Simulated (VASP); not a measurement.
# FeO (Fm-3m) in VASP: single point with PBE

Aim: the single point of FeO with PBE.

Program: VASP 6.6.1. These are calculated values, not measurements. Logs are shortened: lines on timing, memory, paths and dates and some standing lists are left out, and cuts for length are marked.

**1. The cell of the first run**

The structure is cubic, space group Fm-3m (No. 225). Conventional cell: a = 4.258 Å, b = 4.258 Å, c = 4.258 Å, α = 90.00°, β = 90.00°, γ = 90.00°. Fe (site symmetry m-3m) has 6 O at 2.13 Å within 2.8 Å. Within 2.8 Å of O (site symmetry m-3m) lie 6 Fe at 2.13 Å.

**2. Single point, PBE, collinear spin, ferromagnetic start**

File INCAR:

```
SYSTEM = FeO
  ALGO = Normal
  EDIFF = 1E-6
  ENCUT = 600
  GGA = PE
  GGA_COMPAT = .FALSE.
  ISIF = 2
  ISMEAR = -1
  ISPIN = 2
  LASPH = .TRUE.
  LCHARG = .FALSE.
  LMAXMIX = 4
  LORBIT = 11
  LREAL = .FALSE.
  LWAVE = .FALSE.
  MAGMOM = 3.76 0.35
  NBANDS = 18
  NELM = 200
  PREC = Accurate
  SIGMA = 0.1
```

File KPOINTS:

```
k-points
0
G
  6 6 6
  0 0 0
```

File POSCAR:

```
FeO
1.0
    0.0000000000      2.1290000000      2.1290000000
    2.1290000000      0.0000000000      2.1290000000
    2.1290000000      2.1290000000      0.0000000000
Fe O
1 1
Direct
    0.0000000000      0.0000000000      0.0000000000
    0.5000000000      0.5000000000      0.5000000000
```

Potentials or basis: VASP PAW PBE potentials, release 64 (Fe, O).

Run with:

```
cat potpaw_PBE.64/Fe/POTCAR potpaw_PBE.64/O/POTCAR > POTCAR
mpirun -np 1 vasp_std > vasp.out
```

OUTCAR:

```text
SYSTEM = FeO
   EDIFF = 1E-6
   ENCUT = 600
   GGA = PE
   ISIF = 2
   ISMEAR = -1
   ISPIN = 2
   LASPH = .TRUE.
   LORBIT = 11
   LREAL = .FALSE.
   NELM = 200
   PREC = Accurate

 ion  position               nearest neighbor table
   1  0.000  0.000  0.000-   2 2.13   2 2.13   2 2.13   2 2.13   2 2.13   2 2.13
   2  0.500  0.500  0.500-   1 2.13   1 2.13   1 2.13   1 2.13   1 2.13   1 2.13

  LATTYP: Found a face centered cubic cell.
 ALAT       =     4.2580000000

  Lattice vectors:

 A1 = (   0.0000000000,   2.1290000000,   2.1290000000)
 A2 = (   2.1290000000,   0.0000000000,   2.1290000000)
 A3 = (   2.1290000000,   2.1290000000,   0.0000000000)

Analysis of symmetry for initial positions (statically):
=====================================================================
 Subroutine PRICEL returns:
 Original cell was already a primitive cell.

 Routine SETGRP: Setting up the symmetry group for a
 face centered cubic supercell.

 Subroutine GETGRP returns: Found 48 space group operations
 (whereof 48 operations were pure point group operations)
 out of a pool of 48 trial point group operations.

The static configuration has the point symmetry O_h .

Analysis of symmetry for dynamics (positions and initial velocities):
=====================================================================
 Subroutine PRICEL returns:
 Original cell was already a primitive cell.

 Routine SETGRP: Setting up the symmetry group for a
 face centered cubic supercell.

 Subroutine GETGRP returns: Found 48 space group operations
 (whereof 48 operations were pure point group operations)
 out of a pool of 48 trial point group operations.

The dynamic configuration has the point symmetry O_h .

Analysis of structural, dynamic, and magnetic symmetry:
=====================================================================
 Subroutine PRICEL returns:
 Original cell was already a primitive cell.

 Routine SETGRP: Setting up the symmetry group for a
 face centered cubic supercell.

 Subroutine GETGRP returns: Found 48 space group operations
 (whereof 48 operations were pure point group operations)
 out of a pool of 48 trial point group operations.

The overall configuration has the point symmetry O_h .

 Subroutine INISYM returns: Found 48 space group operations
 (whereof 48 operations are pure point group operations),
 and found     1 'primitive' translations

----------------------------------------------------------------------------------------

[... 107 lines left out ...]
   LORBIT       =     11    0 simple, 1 ext, 2 COOP (PROOUT), +10 PAW based schemes
   GGA     = PE    functional components
   LHFCALC =     F    Hartree Fock is set to
   AEXX    =    0.0000 exact exchange contribution
   IVDW    =     0    specifies the selected vdW correction
   LEPSILON=     F    determine dielectric tensor
   LRPA    =     F    only Hartree local field effects (RPA)
 spin polarized calculation
  energy-cutoff  :      600.00
  volume of cell :       19.30
 maximum number of plane-waves:       656
   NGX = 13   NGY = 13   NGZ = 13

 number of electron      13.9999997 magnetization       3.9777606

 Free energy of the ion-electron system (eV)
  ---------------------------------------------------
  ext. energy  EPLUGINS =         0.00000000
  ---------------------------------------------------
  free energy    TOTEN  =       -14.93197991 eV

  energy without entropy =      -14.87762030  energy(sigma->0) =      -14.90480011

 E-fermi :   6.6044     XC(G=0): -12.3684

 val. band max:        6.5979668449   @ k =  -0.3333   0.3333   0.1667
 cond. band min:       6.6059396255   @ k =   0.1667   0.1667   0.0000
 fundamental gap:      0.0079727806
 Fermi energy:         6.6044087080

 spin component 1

 k-point     1 :       0.0000    0.0000    0.0000
  band No.  band energies     occupation
      1     -14.4223      1.00000
      2       2.6787      1.00000
      3       2.6787      1.00000
      4       2.6787      1.00000
      5       2.7170      1.00000
      6       2.7170      1.00000
[... 312 lines left out ...]
      4       0.1088      1.00000
      5       3.1359      1.00000
      6       3.7699      1.00000
[... 10 lines left out ...]
     17      36.3758      0.00000
     18      36.8341      0.00000
 Fermi energy:         6.6044087080

 spin component 2

 k-point     1 :       0.0000    0.0000    0.0000
  band No.  band energies     occupation
      1     -13.8858      1.00000
      2       3.2421      1.00000
      3       3.2421      1.00000
      4       3.2421      1.00000
      5       5.8272      0.99958
      6       5.8275      0.99958
[... 313 lines left out ...]
      5       5.7539      0.99980
      6       7.0862      0.00802
[... 10 lines left out ...]
     17      36.9272      0.00000
     18      37.3615      0.00000

------------------------ aborting loop because EDIFF is reached ----------------------------------------

  FORCE on cell =-STRESS in cart. coord.  units (eV):
  Direction    XX          YY          ZZ          XY          YZ          ZX
  --------------------------------------------------------------------------------------
  -------------------------------------------------------------------------------------
  Total        0.8698360      0.8698360      0.8698360      0.0000000      0.0000000      0.0000000
  in kB       72.2089429     72.2089429     72.2089429      0.0000000      0.0000000      0.0000000
  external PRESSURE =      72.2089429 kB  Pullay stress =       0.0000000 kB

 VOLUME and BASIS-vectors are now :
 -----------------------------------------------------------------------------
  energy-cutoff  :      600.00
  volume of cell :       19.30
      direct lattice vectors                 reciprocal lattice vectors
     0.000000000  2.129000000  2.129000000    -0.234852043  0.234852043  0.234852043
     2.129000000  0.000000000  2.129000000     0.234852043 -0.234852043  0.234852043
     2.129000000  2.129000000  0.000000000     0.234852043  0.234852043 -0.234852043

 POSITION                                       TOTAL-FORCE (eV/Angst)
 -----------------------------------------------------------------------------------
      0.00000      0.00000      0.00000        -0.000000     -0.000000     -0.000000
      2.12900      2.12900      2.12900         0.000000      0.000000      0.000000
 -----------------------------------------------------------------------------------
    total drift:                                0.000000     -0.000000      0.000000

  FREE ENERGIE OF THE ION-ELECTRON SYSTEM (eV)
  ---------------------------------------------------
  free  energy   TOTEN  =       -14.9319799072 eV

  energy  without entropy=      -14.8776203048  energy(sigma->0) =      -14.90480011

 total charge

# of ion       s       p       d       tot
------------------------------------------
    1        0.298   0.384   6.116   6.797
    2        1.553   3.459   0.000   5.012
--------------------------------------------------
tot          1.851   3.843   6.116  11.810

 magnetization (x)

# of ion       s       p       d       tot
------------------------------------------
    1        0.027   0.022   3.548   3.597
    2        0.031   0.270   0.000   0.302
--------------------------------------------------
tot          0.059   0.292   3.548   3.899
```

OSZICAR:

```text
N       E                     dE             d eps       ncg     rms          rms(c)
DAV:   1     0.822794599259E+02    0.82279E+02   -0.74678E+03  1192   0.102E+03
DAV:   2    -0.116681448148E+02   -0.93948E+02   -0.78246E+02  1182   0.223E+02
DAV:   3    -0.174978397778E+02   -0.58297E+01   -0.56659E+01  1354   0.596E+01
DAV:   4    -0.175406128682E+02   -0.42773E-01   -0.42751E-01  1386   0.493E+00
DAV:   5    -0.175408627366E+02   -0.24987E-03   -0.24986E-03  1376   0.395E-01    0.166E+01
DAV:   6    -0.155272646850E+02    0.20136E+01   -0.13697E+01  1534   0.545E+01    0.191E+01
DAV:   7    -0.149610950965E+02    0.56617E+00   -0.26346E+00  1454   0.315E+01    0.958E+00
DAV:   8    -0.149501206652E+02    0.10974E-01   -0.14689E-01  1424   0.414E+00    0.559E+00
DAV:   9    -0.149307470494E+02    0.19374E-01   -0.64651E-02  1714   0.404E+00    0.134E+00
DAV:  10    -0.149321184380E+02   -0.13714E-02   -0.16808E-02  1536   0.260E+00    0.203E-01
DAV:  11    -0.149319481598E+02    0.17028E-03   -0.32692E-03  1610   0.710E-01    0.118E-01
DAV:  12    -0.149319679544E+02   -0.19795E-04   -0.20942E-04  1526   0.191E-01    0.364E-02
DAV:  13    -0.149319831443E+02   -0.15190E-04   -0.16867E-05  1500   0.394E-02    0.387E-02
DAV:  14    -0.149319806692E+02    0.24751E-05   -0.17172E-05  1684   0.644E-02    0.796E-03
DAV:  15    -0.149319799072E+02    0.76199E-06   -0.16968E-06   768   0.161E-02
   1 F= -.14931980E+02 E0= -.14904800E+02  d E =-.543596E-01  mag=     3.9780
```

It took 49 s on 1 thread of Intel Xeon 8259CL, shared host; peak memory 0.12 GiB.

Results:

| Quantity | Value |
| --- | --- |
| Free energy | -14.9320 eV |
| Pressure | 7.2 GPa |
| Band gap on the k mesh | zero (filled and empty bands overlap) |
| Net moment | 3.98 μB per cell |
| Site moments | Fe +3.60; O +0.30 μB |
| Valence electrons inside the program's atomic spheres | Fe 6.80; O 5.01 |

Caveat: the k points lie up to 0.43 Å⁻¹ apart, too coarse for converged energies and pressures of a metal; a cell with one magnetic atom can't hold antiferromagnetic order, which such compounds often take; semilocal functionals often make such compounds metallic where correlation or magnetic order opens a gap, which also shifts bond lengths.
